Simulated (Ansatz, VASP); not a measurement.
## Two plane-wave programs on HPt6

```
Pt H
1.0
     5.61433    0.00000    0.00000
     0.00000    5.61433    0.00000
     0.00000    0.00000   21.85138
Pt H
12 2
Direct
  0.25000 0.25000 0.18305
  0.25000 0.75000 0.18305
  0.75000 0.25000 0.18305
  0.75000 0.75000 0.18305
  0.00000 0.00000 0.27121
  0.00000 0.50000 0.27121
  0.50000 0.00000 0.27121
  0.50000 0.50000 0.27121
  0.25000 0.25000 0.35931
  0.25000 0.75000 0.35931
  0.75000 0.25000 0.35931
  0.75000 0.75000 0.35931
  0.89482 0.00000 0.45312
  0.10518 0.00000 0.45312
```

Alike in both runs: task single point; functional PBE; k mesh 5 × 5 × 1; occupations gaussian, width 0.1 eV; no spin polarisation.

|  | VASP | Ansatz |
| --- | --- | --- |
| version | VASP 6.6.1 | Ansatz 0.2.0 |
| potentials or method | VASP PAW PBE potentials, release 64 (Pt, H), cutoff 520 eV | scalar-relativistic, plane waves, PAW |
| valence electrons in the cell | 122 | 218 |

```tsv
	VASP	Ansatz	Ansatz less VASP
gap on the k mesh at the Fermi level (eV)	none	none	-
rms of the force components (eV/Å)	0.681	0.681	+0.0001
work function, face that differs most (eV)	5.68	5.68	-0.001
```

Atom by atom the forces differ by 0.008 eV/Å (rms over components). A gap of «none» marks a metal or a gap that the smearing closes. The functional is the same, so the differences come from potentials, cutoffs and numerics. VASP's potentials hold 122 valence electrons a cell and Ansatz's 218, so a difference there can come from the potentials and not from the codes.

Spin-orbit coupling is off throughout.
